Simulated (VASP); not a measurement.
Set up this calculation in VASP 6.6.1, as the native input.

| Quantity | Value |
| --- | --- |
| Task | relaxation of cell and atoms |
| Functional | PBE |
| Potentials or basis | VASP PAW PBE potentials, release 64 (Ga_d, P) |
| Cutoff | 600 eV |
| k mesh | 10 × 10 × 10 |
| Occupations | gaussian, width 0.02 eV |
| Spin | no spin polarisation |
| Target pressure | 30 GPa |
| Dipole correction | no |
| Further INCAR settings | ALGO = Normal; EDIFF = 1e-06; IBRION = 2; EDIFFG = -0.008; NSW = 70; ISIF = 3 |

The structure of GaP lies in POSCAR:

```
GaP
1.0
    0.0000000000      2.5564628235      2.5564628235
    2.5564628235      0.0000000000      2.5564628235
    2.5564628235      2.5564628235      0.0000000000
Ga P
1 1
Direct
    0.0000000000      0.0000000000      0.0000000000
    0.2500000000      0.2500000000      0.2500000000
```

These files were run (other wordings do the same):

INCAR

```
PREC = Accurate
ENCUT = 600
EDIFF = 1E-6
ISMEAR = 0
SIGMA = 0.02
LREAL = False
LASPH = True
NELM = 100
ALGO = Normal
ISIF = 3
LWAVE = False
LCHARG = False
GGA = PE
IBRION = 2
NSW = 70
EDIFFG = -0.008
PSTRESS = 300.0
```

KPOINTS

```
regular mesh
0
Gamma
  10 10 10
```

Potentials or basis: VASP PAW PBE potentials, release 64 (Ga_d, P).

Run with:

```console
$ cat potpaw_PBE.64/Ga_d/POTCAR potpaw_PBE.64/P/POTCAR > POTCAR
$ mpirun -np 1 vasp_std > vasp.out
```

It gave:

```json
{"Relaxed volume": "16.50 Å³/atom", "Relaxed cell": "a = 3.600 Å, b = 3.600 Å, c = 3.600 Å, α = 60.00°, β = 60.00°, γ = 60.00°", "Space group after relaxing (to 0.05 Å)": "F-43m (No. 216)", "Energy change on relaxing (the enthalpy is what falls)": "+37.5 meV/atom", "Ionic steps": "3", "Pressure after relaxing": "30.0 GPa", "Band gap on the k mesh": "1.14 eV, indirect (least direct gap 3.58 eV)"}
```

Caveat: the cell is relaxed towards a set pressure, so the enthalpy falls and the energy may rise.

Wall time 120 s on 1 thread of Intel Xeon 6975P-C (shared host), peak memory 0.19 GiB.
